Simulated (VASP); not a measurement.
Crystal: GeSb2Te4.

```
CELL_PARAMETERS angstrom
-3.71479 3.71479 3.76706
3.71479 -3.71479 3.76706
3.71479 3.71479 -3.76706
ATOMIC_POSITIONS crystal
Ge 0.00000 0.00000 0.00000
Sb 0.00000 0.50000 0.50000
Sb 0.50000 0.00000 0.50000
Te 0.02926 0.97074 0.50000
Te 0.52926 0.02926 0.05852
Te 0.97074 0.47074 0.94148
Te 0.47074 0.52926 0.50000
```

| Property | Result |
| --- | --- |
| Program | VASP 6.6.1 |
| Task | relaxation of cell and atoms |
| Functional | r2SCAN |
| Dispersion | rVV10 |
| Potentials or basis | VASP PAW PBE potentials, release 64 (Ge_d, Sb, Te) |
| Cutoff | 600 eV |
| k mesh | 4 × 4 × 4 |
| Occupations | fermi-dirac, width 0.03 eV |
| Spin | no spin polarisation |

At the start: pressure 1.8 GPa; volume 29.71 Å³/atom.

Task: Where does the relaxation end?

Result: Over 13 steps the energy falls by 24.1 meV/atom and the volume is 32.52 Å³/atom (+9.5 %); space group I422 (No. 97, to 0.1 Å) before and after.

Step by step:
| step | energy change (eV) | largest force (eV/Å) | pressure (GPa) | volume (Å³) |
| --- | --- | --- | --- | --- |
| 1 | 0.0000 | 0.1228 | 1.85 | 207.94 |
| 2 | -0.0469 | 0.3246 | -0.51 | 218.41 |
| 3 | -0.0491 | 0.2894 | -0.10 | 216.48 |
| 4 | -0.0658 | 0.2693 | -0.08 | 217.32 |
| 5 | -0.1092 | 0.2000 | 0.00 | 219.83 |
| 6 | -0.1605 | 0.0418 | 0.32 | 224.87 |
| 7 | -0.1618 | 0.0438 | -0.60 | 231.78 |
| 8 | -0.1668 | 0.0032 | -0.18 | 228.53 |
| 9 | -0.1670 | 0.0357 | 0.15 | 227.78 |
| 10 | -0.1684 | 0.0169 | -0.01 | 228.15 |
| 11 | -0.1684 | 0.0165 | -0.02 | 228.15 |
| 12 | -0.1686 | 0.0105 | 0.00 | 227.90 |
| 13 | -0.1686 | 0.0046 | 0.01 | 227.62 |

Final structure:
```
Ge Sb Te
1.0
    -3.90156    3.90156    3.73826
     3.90156   -3.90156    3.73826
     3.90156    3.90156   -3.73826
Ge Sb Te
1 2 4
Direct
  0.00000 0.00000 0.00000
  0.00000 0.50000 0.50000
  0.50000 0.00000 0.50000
  0.04369 0.95631 0.50000
  0.54369 0.04369 0.08738
  0.95631 0.45631 0.91262
  0.45631 0.54369 0.50000
```

Caveat: the PAW data sets were made with another functional, which shifts forces and pressure a little.
